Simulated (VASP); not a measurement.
# Mo (P6/mmm) in VASP: notebook

Runs on Mo. Level: PBEsol. Tasks: single point.

Program: VASP 6.6.1. These are calculated values, not measurements. Logs are shortened: lines on timing, memory, paths and dates and some standing lists are left out, and cuts for length are marked.

## Step 1: The cell of the first run

Symmetry: P6/mmm, No. 191, hexagonal system. The conventional cell has a = 4.620 Å, b = 4.620 Å, c = 2.536 Å, α = 90.00°, β = 90.00°, γ = 120.00°. Within 3.3 Å of Mo (site symmetry 6/mmm) lie 14 Mo at 2.54 to 2.95 Å. Mo (site symmetry -6m2) has 11 Mo at 2.54 to 2.95 Å within 3.3 Å.

This isn't the form of Mo at room conditions, which is bcc.

## Step 2: Single point, PBEsol

Contents of INCAR:

```
ALGO = Normal ; EDIFF = 1E-7
ENCUT = 520 ; GGA = PS
ISIF = 2 ; ISMEAR = -1
LASPH = True ; LCHARG = False
LREAL = False ; LWAVE = False
NBANDS = 28 ; NELM = 100
PREC = Accurate ; SIGMA = 0.1
```

Contents of KPOINTS:

```
k-points
0
Gamma
  8 8 11
```

Contents of POSCAR:

```
Mo
1.0
    4.6204402938      0.0000000000      0.0000000000
   -2.3102201469      4.0014186711      0.0000000000
    0.0000000000      0.0000000000      2.5358507691
Mo
3
Direct
    0.0000000000      0.0000000000      0.0000000000
    0.3333333333      0.6666666667      0.5000000000
    0.6666666667      0.3333333333      0.5000000000
```

Potentials or basis: VASP PAW PBE potentials, release 64 (Mo_sv).

Started as:

```sh
$ cat potpaw_PBE.64/Mo_sv/POTCAR > POTCAR
$ mpirun -np 1 vasp_std > vasp.out
```

OUTCAR:

```text
EDIFF = 1E-7
   ENCUT = 520
   GGA = PS
   ISIF = 2
   ISMEAR = -1
   LASPH = True
   LREAL = False
   NELM = 100
   PREC = Accurate

 ion  position               nearest neighbor table
   1  0.000  0.000  0.000-   2 2.95   3 2.95   2 2.95   3 2.95   2 2.95   2 2.95   3 2.95   3 2.95
                             3 2.95   3 2.95   2 2.95   2 2.95
   2  0.333  0.667  0.500-   3 2.67   3 2.67   3 2.67   1 2.95   1 2.95   1 2.95   1 2.95   1 2.95
                             1 2.95
   3  0.667  0.333  0.500-   2 2.67   2 2.67   2 2.67   1 2.95   1 2.95   1 2.95   1 2.95   1 2.95
                             1 2.95

  LATTYP: Found a hexagonal cell.
 ALAT       =     4.6204402938
 C/A-ratio  =     0.5488331431

  Lattice vectors:

 A1 = (   4.6204402938,   0.0000000000,   0.0000000000)
 A2 = (  -2.3102201469,   4.0014186711,   0.0000000000)
 A3 = (   0.0000000000,   0.0000000000,   2.5358507691)

Analysis of symmetry for initial positions (statically):
=====================================================================
 Subroutine PRICEL returns:
 Original cell was already a primitive cell.

 Routine SETGRP: Setting up the symmetry group for a
 hexagonal supercell.

 Subroutine GETGRP returns: Found 24 space group operations
 (whereof 24 operations were pure point group operations)
 out of a pool of 24 trial point group operations.

The static configuration has the point symmetry D_6h.

Analysis of symmetry for dynamics (positions and initial velocities):
=====================================================================
 Subroutine PRICEL returns:
 Original cell was already a primitive cell.

 Routine SETGRP: Setting up the symmetry group for a
 hexagonal supercell.

 Subroutine GETGRP returns: Found 24 space group operations
 (whereof 24 operations were pure point group operations)
 out of a pool of 24 trial point group operations.

The dynamic configuration has the point symmetry D_6h.

 Subroutine INISYM returns: Found 24 space group operations
 (whereof 24 operations are pure point group operations),
 and found     1 'primitive' translations

----------------------------------------------------------------------------------------

                                     Primitive cell

  volume of cell :      46.8836

  direct lattice vectors                    reciprocal lattice vectors
[... 86 lines left out ...]
   LASPH  =      T    aspherical Exc in radial PAW
   ENCUT  =  520.0 eV  38.22 Ry    6.18 a.u.   8.59  8.59  4.72*2*pi/ulx,y,z
   NELM   =    100;   NELMIN=  2; NELMDL= -5     # of ELM steps
   EDIFF  = 0.1E-06   stopping-criterion for ELM
   LREAL  =      F    real-space projection
   EDIFFG = 0.1E-05   stopping-criterion for IOM
   NSW    =      0    number of steps for IOM
   IBRION =     -1    ionic relax: 0-MD 1-quasi-New 2-CG
   NFREE  =      0    steps in history (QN), initial steepest desc. (CG)
   ISIF   =      2    stress and relaxation
   ISYM   =      2    0-nonsym 1-usesym 2-fastsym
   POTIM  = 0.5000    time-step for ionic-motion
   TEBEG  =    0.0;   TEEND  =   0.0 temperature during run
   PSTRESS=    0.0 pullay stress
   NELECT =      42.0000    total number of electrons
   NUPDOWN=      -1.0000    fix difference up-down
   EMIN   =  10.00;   EMAX   =-10.00  energy-range for DOS
   EFERMI =   0.00;   METHOD = LEGACY
   ISMEAR =    -1;   SIGMA  =   0.10  broadening in eV -4-tet -1-fermi 0-gaus
   EFERMI_NEDOS =   21; number of points for ismear=-14 and -15
   IALGO  =     38    algorithm
   IMIX   =      4    mixing-type and parameters
     AMIX     =   0.40;   BMIX     =  1.00
     AMIX_MAG =   1.60;   BMIX_MAG =  1.00
  volume/ion in A,a.u.               =      15.63       105.46
  Fermi-wavevector in a.u.,A,eV,Ry     =   1.578160  2.982289 33.886502  2.490588
  Thomas-Fermi vector in A             =   2.678733
   LORBIT       =      0    0 simple, 1 ext, 2 COOP (PROOUT), +10 PAW based schemes
   GGA     = PS    functional components
   LHFCALC =     F    Hartree Fock is set to
   AEXX    =    0.0000 exact exchange contribution
   IVDW    =     0    specifies the selected vdW correction
   LEPSILON=     F    determine dielectric tensor
   LRPA    =     F    only Hartree local field effects (RPA)
 non-spin polarized calculation
  energy-cutoff  :      520.00
  volume of cell :       46.88
 maximum number of plane-waves:      1282
 NGX is ok and might be reduce to    36
   NGX = 17   NGY = 17   NGZ =  9

 number of electron      42.0000002 magnetization

 Free energy of the ion-electron system (eV)
  ---------------------------------------------------
  ext. energy  EPLUGINS =         0.00000000
  ---------------------------------------------------
  free energy    TOTEN  =       -34.15721442 eV

  energy without entropy =      -34.02421804  energy(sigma->0) =      -34.09071623

 E-fermi :  12.2582     XC(G=0): -13.5006

 val. band max:       12.2571596821   @ k =   0.1250   0.0000   0.3636
 cond. band min:      12.2662936942   @ k =   0.3750   0.2500   0.2727
 fundamental gap:      0.0091340120
 Fermi energy:        12.2582240282

 k-point     1 :       0.0000    0.0000    0.0000
  band No.  band energies     occupation
      1     -48.7001      2.00000
      2     -48.4839      2.00000
      3     -48.3176      2.00000
      4     -22.9423      2.00000
      5     -22.9423      2.00000
      6     -22.8797      2.00000
[... 733 lines left out ...]
     27      14.9915      0.00000
     28      16.0694      0.00000

 [... further k-points ...]

------------------------ aborting loop because EDIFF is reached ----------------------------------------

  FORCE on cell =-STRESS in cart. coord.  units (eV):
  Direction    XX          YY          ZZ          XY          YZ          ZX
  --------------------------------------------------------------------------------------
  -------------------------------------------------------------------------------------
  Total        0.1389410      0.1389410      0.2138111      0.0000000     -0.0000000      0.0000000
  in kB        4.7481016      4.7481016      7.3066750      0.0000000     -0.0000000      0.0000000
  external PRESSURE =       5.6009594 kB  Pullay stress =       0.0000000 kB

 VOLUME and BASIS-vectors are now :
 -----------------------------------------------------------------------------
  energy-cutoff  :      520.00
  volume of cell :       46.88
      direct lattice vectors                 reciprocal lattice vectors
     4.620440294  0.000000000  0.000000000     0.216429590  0.124955682  0.000000000
    -2.310220147  4.001418671  0.000000000     0.000000000  0.249911364  0.000000000
     0.000000000  0.000000000  2.535850769     0.000000000  0.000000000  0.394344972

 POSITION                                       TOTAL-FORCE (eV/Angst)
 -----------------------------------------------------------------------------------
      0.00000      0.00000      0.00000        -0.000000      0.000000      0.000000
     -0.00000      2.66761      1.26793        -0.000000      0.000000      0.000000
      2.31022      1.33381      1.26793         0.000000     -0.000000      0.000000
 -----------------------------------------------------------------------------------
    total drift:                                0.000000      0.000000     -0.000000

  FREE ENERGIE OF THE ION-ELECTRON SYSTEM (eV)
  ---------------------------------------------------
  free  energy   TOTEN  =       -34.1572144214 eV

  energy  without entropy=      -34.0242180353  energy(sigma->0) =      -34.09071623
```

OSZICAR:

```text
N       E                     dE             d eps       ncg     rms          rms(c)
DAV:   1     0.466524550793E+03    0.46652E+03   -0.25579E+04  3360   0.158E+03
DAV:   2    -0.225031264826E+02   -0.48903E+03   -0.47873E+03  3696   0.494E+02
DAV:   3    -0.359884337731E+02   -0.13485E+02   -0.13055E+02  4180   0.783E+01
DAV:   4    -0.361554065776E+02   -0.16697E+00   -0.16550E+00  3652   0.740E+00
DAV:   5    -0.361570718520E+02   -0.16653E-02   -0.16644E-02  3660   0.785E-01    0.275E+01
DAV:   6    -0.344281858432E+02    0.17289E+01   -0.39228E+00  3460   0.146E+01    0.803E+00
DAV:   7    -0.342733512554E+02    0.15483E+00   -0.15379E+00  3876   0.814E+00    0.254E+00
DAV:   8    -0.341687953217E+02    0.10456E+00   -0.48164E-01  3656   0.481E+00    0.119E+00
DAV:   9    -0.341572787864E+02    0.11517E-01   -0.22666E-02  3764   0.123E+00    0.265E-01
DAV:  10    -0.341571980221E+02    0.80764E-04   -0.72791E-04  3932   0.233E-01    0.108E-01
DAV:  11    -0.341572114066E+02   -0.13384E-04   -0.21165E-05  3784   0.341E-02    0.434E-02
DAV:  12    -0.341572143700E+02   -0.29634E-05   -0.71456E-06  3552   0.214E-02    0.663E-03
DAV:  13    -0.341572145170E+02   -0.14704E-06   -0.31756E-07  3376   0.444E-03    0.151E-03
DAV:  14    -0.341572144104E+02    0.10669E-06   -0.15534E-08  1804   0.115E-03    0.610E-04
DAV:  15    -0.341572144214E+02   -0.11048E-07   -0.24576E-09  1752   0.410E-04
   1 F= -.34157214E+02 E0= -.34090716E+02  d E =-.132996E+00
```

It took 1.7 min on 1 thread of Intel Xeon 8259CL, shared host; peak memory 0.2 GiB.

What came out:

```
Free energy            : -34.1572 eV
Pressure               : 0.6 GPa
Band gap on the k mesh : zero (bands 21 and 22 overlap by 1.38 eV)
```

Levels at points of the mesh, in eV from the Fermi level:
```tsv
k point	band 18	band 19	band 20	band 21	band 22	band 23	band 24	band 25
(0.00, 0.00, 0.00)	-2.21	-2.14	-2.14	-0.55	-0.55	1.80	1.80	1.88
(0.50, 0.00, 0.00)	-2.72	-2.24	-2.19	0.83	1.28	2.03	2.06	2.13
```

Caveat: the PAW data sets were made with another functional, which shifts forces and pressure a little.

## Step 3: Single point, PBEsol (13.75 Å³/atom)

This run uses another cell than the first one, of 13.75 Å³/atom.

Contents of INCAR:

```
SYSTEM = Mo
  PREC = Accurate
  ENCUT = 520
  EDIFF = 1E-6
  ISMEAR = -1
  SIGMA = 0.1
  LREAL = .False.
  LASPH = .True.
  NELM = 80
  ALGO = Normal
  ISIF = 2
  LWAVE = .False.
  LCHARG = .True.
  GGA = PS
  LELF = .True.
  LVHAR = .True.
  NBANDS = 28
```

Contents of KPOINTS:

```
Automatic mesh
0
Gamma
  9 9 14
  0 0 0
```

Contents of POSCAR:

```
Mo
1.0
    4.4276938744      0.0000000000      0.0000000000
   -2.2138469372      3.8344953754      0.0000000000
    0.0000000000      0.0000000000      2.4300651459
Mo
3
Direct
    0.0000000000      0.0000000000      0.0000000000
    0.3333333333      0.6666666667      0.5000000000
    0.6666666667      0.3333333333      0.5000000000
```

Potentials or basis: VASP PAW PBE potentials, release 64 (Mo_sv).

Started as:

```sh
$ cat potpaw_PBE.64/Mo_sv/POTCAR > POTCAR
$ mpirun -np 1 vasp_std > vasp.out
```

OUTCAR:

```text
SYSTEM = Mo
   PREC = Accurate
   ENCUT = 520
   EDIFF = 1E-6
   ISMEAR = -1
   LREAL = .False.
   LASPH = .True.
   NELM = 80
   ISIF = 2
   GGA = PS

 ion  position               nearest neighbor table
   1  0.000  0.000  0.000-   2 2.83   3 2.83   2 2.83   3 2.83   2 2.83   2 2.83   3 2.83   3 2.83
                             3 2.83   3 2.83   2 2.83   2 2.83
   2  0.333  0.667  0.500-   3 2.56   3 2.56   3 2.56   1 2.83   1 2.83   1 2.83   1 2.83   1 2.83
                             1 2.83
   3  0.667  0.333  0.500-   2 2.56   2 2.56   2 2.56   1 2.83   1 2.83   1 2.83   1 2.83   1 2.83
                             1 2.83

  LATTYP: Found a hexagonal cell.
[... 942 lines left out ...]
  --------------------------------------------------------------------------------------
  -------------------------------------------------------------------------------------
  Total       10.8416234     10.8416234     12.1339182      0.0000000      0.0000000     -0.0000000
  in kB      421.0184993    421.0184993    471.2028666      0.0000000      0.0000000     -0.0000000
  external PRESSURE =     437.7466218 kB  Pullay stress =       0.0000000 kB

 VOLUME and BASIS-vectors are now :
 -----------------------------------------------------------------------------
  energy-cutoff  :      520.00
  volume of cell :       41.26
      direct lattice vectors                 reciprocal lattice vectors
     4.427693874  0.000000000  0.000000000     0.225851206  0.130395254  0.000000000
    -2.213846937  3.834495375  0.000000000     0.000000000  0.260790509  0.000000000
     0.000000000  0.000000000  2.430065146     0.000000000  0.000000000  0.411511602

 POSITION                                       TOTAL-FORCE (eV/Angst)
 -----------------------------------------------------------------------------------
      0.00000      0.00000      0.00000         0.000000      0.000000     -0.000000
     -0.00000      2.55633      1.21503         0.000000     -0.000000      0.000000
      2.21385      1.27817      1.21503        -0.000000      0.000000     -0.000000
 -----------------------------------------------------------------------------------
    total drift:                                0.000000      0.000000     -0.000000

  FREE ENERGIE OF THE ION-ELECTRON SYSTEM (eV)
  ---------------------------------------------------
  free  energy   TOTEN  =       -33.4581978947 eV

  energy  without entropy=      -33.3495831272  energy(sigma->0) =      -33.40389051
```

stdout:

```text
POSCAR found type information on POSCAR Mo
 POSCAR found :  1 types and       3 ions
 scaLAPACK will be used
 -----------------------------------------------------------------------------
|                                                                             |
|                                                                             |
|     You enforced a specific xc type in the INCAR file but a different       |
|     I HOPE YOU KNOW WHAT YOU ARE DOING!                                     |
|                                                                             |
 -----------------------------------------------------------------------------

 LDA part: xc-table for (Slater+PW92), standard interpolation
 POSCAR, INCAR and KPOINTS ok, starting setup
 FFT: planning ... GRIDC
 FFT: planning ... GRID_SOFT
 FFT: planning ... GRID
 WAVECAR not read
 entering main loop
```

Wall time 1.9 min (1 thread of Intel Xeon 8259CL, shared host); peak memory 0.22 GiB.

Results:

| Quantity | Value |
| --- | --- |
| Free energy | -33.4582 eV |
| Pressure | 43.8 GPa |
| Band gap on the k mesh | zero (bands 21 and 22 overlap by 1.72 eV) |

Levels at points of the mesh, in eV from the Fermi level:
```csv
k point,band 19,band 20,band 21,band 22,band 23,band 24
"(0.00, 0.00, 0.00)",-2.39,-2.39,-0.77,-0.77,2.02,2.02
"(0.00, 0.00, 0.50)",-1.56,-1.44,0.14,0.14,2.92,2.92
```

Caveat: the cell stands under pressure; the PAW data sets were made with another functional, which shifts forces and pressure a little.

(Continued in part 2 of 2.)
